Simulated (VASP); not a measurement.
The system is ZrTa3N4.

```
Zr Ta N
1.0
     3.22052    0.00000    0.00000
     0.00000    4.56589    0.00000
     0.00000    0.00000    6.45995
Zr Ta N
1 3 4
Cartesian
  0.0000 0.0000 0.0000
  1.6103 2.2829 1.6357
  0.0000 0.0000 3.2300
  1.6103 2.2829 4.8243
  0.0000 2.2829 3.2300
  1.6103 0.0000 4.8998
  0.0000 2.2829 0.0000
  1.6103 0.0000 1.5602
```

| Item | Value |
| --- | --- |
| Program | VASP 6.6.1 |
| Task | relaxation of cell and atoms |
| Functional | PBE |
| Potentials or basis | VASP PAW PBE potentials, release 64 (Zr_sv, Ta_pv, N) |
| Cutoff | 600 eV |
| k mesh | 4 × 3 × 2 |
| Occupations | gaussian, width 0.15 eV |
| Spin | no spin polarisation |

At the start: pressure -18.0 GPa; volume 11.87 Å³/atom.

Where does the relaxation end?

Over 8 steps the energy falls by 67.0 meV/atom and the volume is 11.10 Å³/atom (-6.5 %); space group Pmmm (No. 47, to 0.05 Å).

The path:
```csv
step,energy change (eV),largest force (eV/Å),pressure (GPa),volume (Å³)
1,0.0000,1.2171,-17.99,94.99
2,1.1327,0.7393,54.13,77.81
3,-0.4289,1.2327,0.49,88.57
4,-0.4297,1.2297,1.32,88.34
5,-0.5247,0.4043,1.03,88.39
6,-0.5339,0.1174,1.10,88.42
7,-0.5315,0.0231,-2.17,89.34
8,-0.5357,0.0790,-0.21,88.78
```

Final structure:
```yaml
crystal:
  lattice:
    - [3.14838, 0.00000, 0.00000]
    - [0.00000, 4.48696, 0.00000]
    - [0.00000, 0.00000, 6.28450]
  atoms:
    - { symbol: Zr, position: [0.00000, 0.00000, 0.00000] }
    - { symbol: Ta, position: [0.50000, 0.50000, 0.25665] }
    - { symbol: Ta, position: [0.00000, 0.00000, 0.50000] }
    - { symbol: Ta, position: [0.50000, 0.50000, 0.74335] }
    - { symbol: N, position: [0.00000, 0.50000, 0.50000] }
    - { symbol: N, position: [0.50000, 0.00000, 0.74294] }
    - { symbol: N, position: [0.00000, 0.50000, 0.00000] }
    - { symbol: N, position: [0.50000, 0.00000, 0.25706] }
```

Caveat: the k points lie up to 0.50 Å⁻¹ apart in the final cell; the relaxation stopped at a loose force limit of 0.08 eV/Å, so its end isn't a converged minimum.
